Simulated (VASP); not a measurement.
**Zr: single point with PBEsol+D4**

Slab: Zr, a slab with vacuum.

```
Zr
1.0
     3.13074    0.00000    0.00000
    -1.56537    2.71130    0.00000
     0.00000    0.00000   25.13128
Zr
3
Direct
  0.33333 0.66667 0.27854
  0.66667 0.33333 0.37518
  0.33333 0.66667 0.47873
```

- Program: VASP 6.6.1
- Task: single point
- Functional: PBEsol
- Dispersion: D4
- Potentials or basis: VASP PAW PBE potentials, release 64 (Zr_sv)
- Cutoff: 400 eV
- k mesh: 12 × 12 × 1
- Occupations: methfessel-paxton, width 0.1 eV
- Spin: no spin polarisation
- Dipole correction: yes
- Further INCAR settings: ALGO = Normal; EDIFF = 1e-06; NBANDS = 25; NELMDL = -8

```
Largest force              : 0.489 eV/Å
Band gap on the k mesh     : zero (band 18 reaches 0.76 eV, above the bottom of band 19 at -0.20 eV)
Dispersion energy per atom : -0.081 eV
```

Forces in eV/Å, atoms in the order of the input:
```
Zr   0.000  0.000 -0.234
Zr   0.000  0.000  0.489
Zr   0.000  0.000 -0.255
```

Levels at points of the mesh, in eV from the Fermi level:
| k point | band 14 | band 15 | band 16 | band 17 | band 18 | band 19 | band 20 | band 21 | band 22 | band 23 |
| --- | --- | --- | --- | --- | --- | --- | --- | --- | --- | --- |
| (0.00, 0.00, 0.00) | -3.86 | -3.09 | -0.09 | 0.08 | 0.75 | 1.02 | 1.02 | 1.12 | 1.12 | 1.33 |
| (0.50, 0.00, 0.00) | -2.57 | -2.39 | -1.52 | -0.96 | -0.01 | 1.33 | 1.34 | 1.66 | 2.24 | 2.76 |

Run time: 2.7 min on 1 thread of AMD EPYC 7R43 64-Core Processor (Zen 3), on a shared host, peak memory 0.21 GiB.

Caveat: the PAW data sets were made with another functional, which shifts forces and pressure a little.
